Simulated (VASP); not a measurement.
Input of a VASP 6.6.1 run:

File INCAR:

```
PREC = Accurate ; ENCUT = 520
EDIFF = 1E-7 ; ISMEAR = -1
SIGMA = 0.1 ; LREAL = False
LASPH = True ; NELM = 60
ALGO = Normal ; ISIF = 2
LWAVE = False ; LCHARG = False
GGA = PS ; NBANDS = 13
```

The input KPOINTS:

```
Automatic mesh
0
Gamma
  14 14 14
```

Contents of POSCAR:

```
S
1.0
    0.0000000000      2.3335774795      2.3335774795
    2.3335774795      0.0000000000      2.3335774795
    2.3335774795      2.3335774795      0.0000000000
S
2
Direct
   -0.1250000000     -0.1250000000     -0.1250000000
    0.1250000000      0.1250000000      0.1250000000
```

Potentials or basis: VASP PAW PBE potentials, release 64 (S).

The run is started by

```console
$ cat potpaw_PBE.64/S/POTCAR > POTCAR
$ mpirun -np 1 vasp_std > vasp.out
```

Task: Predict the band gap on the k mesh.

Result: Zero (bands 6 and 7 overlap by 4.17 eV).

Task: What does it give for the pressure?

Result: 69.6 GPa.

Caveat: the cell stands under pressure; the PAW data sets were made with another functional, which shifts forces and pressure a little.
